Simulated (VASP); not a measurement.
Crystal: NaBe5H.

```
Na Be H
1.0
     3.96696    0.00000    0.00000
    -1.98348    3.43549    0.00000
     0.00000    0.00000    5.83257
Na Be H
1 5 1
Direct
  0.00000 0.00000 0.50000
  0.50000 0.00000 0.50000
  0.00000 0.50000 0.50000
  0.50000 0.50000 0.50000
  0.00000 0.00000 0.17248
  0.00000 0.00000 0.82752
  0.00000 0.00000 0.00000
```

The cell was built from a structure type or drawn by symmetry, and may not be a known phase.

```yaml
Program: VASP 6.6.1
Task: relaxation of cell and atoms
Functional: PBE
Potentials_or_basis: VASP PAW PBE potentials, release 64 (Na_pv, Be, H)
Cutoff: 600 eV
k_mesh: 6 × 6 × 4
Occupations: gaussian, width 0.1 eV
Spin: no spin polarisation
```

At the start: pressure 45.1 GPa; volume 11.36 Å³/atom.

Problem. Where does the relaxation end?

Solution. Over 11 steps the energy falls by 938.0 meV/atom and the volume is 20.72 Å³/atom (+82.4 %); space group P6/mmm (No. 191, to 0.1 Å) before and after.

The path:
```tsv
step	energy change (eV)	largest force (eV/Å)	pressure (GPa)	volume (Å³)
1	0.0000	7.1601	45.05	79.49
2	-5.1124	4.0922	6.71	122.11
3	-5.1442	3.6795	8.76	116.41
4	-5.1334	3.9451	7.48	119.83
5	-6.3917	1.3047	0.51	142.78
6	-6.4638	0.7994	-0.72	150.23
7	-6.4660	0.7364	-0.87	151.35
8	-6.5385	0.4370	-0.41	147.85
9	-6.5650	0.0458	0.19	144.29
10	-6.5651	0.0635	0.16	144.43
11	-6.5658	0.0222	0.07	145.02
```

Final structure:
```xyz
7
Lattice="4.7725 0.0000 0.0000 -2.3863 4.1331 0.0000 0.0000 0.0000 7.3520" Properties=species:S:1:pos:R:3 pbc="T T T"
Na    0.0000    0.0000    3.6760
Be    2.3863    0.0000    3.6760
Be   -1.1931    2.0666    3.6760
Be    1.1931    2.0666    3.6760
Be    0.0000    0.0000    1.4214
Be    0.0000    0.0000    5.9306
H     0.0000    0.0000    0.0000
```

Caveat: the volume moved by over 15 % at a fixed basis, so the end points are rough.
